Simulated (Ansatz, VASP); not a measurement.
This is a calculation of HfO2 for Ansatz 0.2.0.

File input.yaml:

```yaml
crystal:
  lattice:
    - [0.0, 2.5575, 2.5575]
    - [2.5575, 0.0, 2.5575]
    - [2.5575, 2.5575, 0.0]
  atoms:
    - { symbol: Hf, position: [0.0, 0.0, 0.0] }
    - { symbol: O, position: [0.75, 0.75, 0.75] }
    - { symbol: O, position: [0.25, 0.25, 0.25] }
hamiltonian:
  xc: rpbe
  pseudopotentials: { kind: paw }
kpoints:
  mp_grid: { grid: [9, 9, 9] }
scf:
  occupations: { method: fermi_dirac, width: 0.05 }
output:
  forces: true
  stress: true
relax:
  f_tol: 0.01
  max_steps: 40
  cell: { stress_tol: 0.05 }
```

Potentials or basis: Ansatz PAW.

Launch:

```sh
$ ansatz run input.yaml --threads 2 --pin off --max-ram 5632MiB --backend cpu --events-out ev --progress --plain --runs-dir out
```

**Question.** Set up the same calculation for VASP 6.6.1. Potentials there: VASP PAW PBE potentials, release 64 (Hf_pv, O).

**Answer.** As run (the cutoff follows the program's own potentials):

The input INCAR:

```
PREC = Accurate ; ENCUT = 600
EDIFF = 1E-7 ; ISMEAR = -1
SIGMA = 0.05 ; LREAL = F
LASPH = T ; NELM = 80
ALGO = Normal ; ISIF = 3
LWAVE = F ; LCHARG = F
GGA = RP ; IBRION = 2
NSW = 60 ; EDIFFG = -0.01
```

The input KPOINTS:

```
Automatic mesh
0
Gamma
  9 9 9
```

File POSCAR:

```
HfO2
1.0
    0.0000000000      2.5575000000      2.5575000000
    2.5575000000      0.0000000000      2.5575000000
    2.5575000000      2.5575000000      0.0000000000
Hf O
1 2
Direct
    0.0000000000      0.0000000000      0.0000000000
    0.7500000000      0.7500000000      0.7500000000
    0.2500000000      0.2500000000      0.2500000000
```

Potentials or basis: VASP PAW PBE potentials, release 64 (Hf_pv, O).

Launch:

```console
$ cat potpaw_PBE.64/Hf_pv/POTCAR potpaw_PBE.64/O/POTCAR > POTCAR
$ mpirun -np 1 vasp_std > vasp.out
```

Both were run:

|  | VASP | Ansatz | Ansatz less VASP |
| --- | --- | --- | --- |
| relaxed volume (Å³/atom) | 11.09 | 11.27 | +0.185 |
| relaxed cell length with the largest relative difference (Å) | 3.610 | 3.630 | +0.0200 |

VASP's potentials were made for PBE, not for RPBE. VASP's potentials hold 22 valence electrons a cell and Ansatz's 38, so a difference there can come from the potentials and not from the codes.

Neither program's run includes spin-orbit coupling. Noted on Ansatz's run: odd divisions of the mesh miss points on the zone boundary, where band edges often lie, so the gap on the mesh can be too wide; the plane-wave basis is chosen anew once the cell has moved, so the energies of steps on either side of that aren't comparable.
